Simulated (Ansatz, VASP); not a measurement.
Two plane-wave programs on Li2O

File INCAR:

```
PREC = Accurate
ENCUT = 750
EDIFF = 1E-6
ISMEAR = 0
SIGMA = 0.02
LREAL = F
LASPH = T
NELM = 120
ALGO = Normal
ISIF = 2
LWAVE = F
LCHARG = F
GGA = PE
NBANDS = 13
GGA_COMPAT = F
```

Contents of KPOINTS:

```
regular mesh
0
Gamma
  8 8 8
```

File POSCAR:

```
Li2O
1.0
    0.0000000000      2.2657929212      2.2657929212
    2.2657929212      0.0000000000      2.2657929212
    2.2657929212      2.2657929212      0.0000000000
Li O
2 1
Direct
    0.7500000000      0.7500000000      0.7500000000
    0.2500000000      0.2500000000      0.2500000000
    0.0000000000      0.0000000000      0.0000000000
```

Input for Ansatz:

```yaml
crystal:
  lattice:
    - [0.0, 2.2657929212, 2.2657929212]
    - [2.2657929212, 0.0, 2.2657929212]
    - [2.2657929212, 2.2657929212, 0.0]
  atoms:
    - { symbol: Li, position: [0.75, 0.75, 0.75] }
    - { symbol: Li, position: [0.25, 0.25, 0.25] }
    - { symbol: O, position: [0.0, 0.0, 0.0] }
basis:
  ecutwfc: 420
kpoints:
  mp_grid: { grid: [8, 8, 8] }
hamiltonian:
  xc: pbe
scf:
  occupations: { method: gaussian, width: 0.02 }
output:
  forces: true
  stress: true
  eigenvalues: true
```

Alike in both runs: task single point; functional PBE; k mesh 8 × 8 × 8; occupations gaussian, width 0.02 eV; no spin polarisation.

|  | VASP | Ansatz |
| --- | --- | --- |
| version | VASP 6.6.1 | Ansatz 0.2.0 |
| potentials or method | VASP PAW PBE potentials, release 64 (Li_sv, O), cutoff 750 eV | scalar-relativistic, plane waves, PAW |
| valence electrons in the cell | 12 | 12 |

VASP gave:

```
gap on the k mesh at the Fermi level (eV) : 5.09
least direct gap on the mesh (eV)         : 5.70
pressure (GPa)                            : 5.3
```

Q: What did Ansatz give for the same quantities?

A: gap on the k mesh at the Fermi level (eV): 5.10; least direct gap on the mesh (eV): 5.70; pressure (GPa): 5.5.
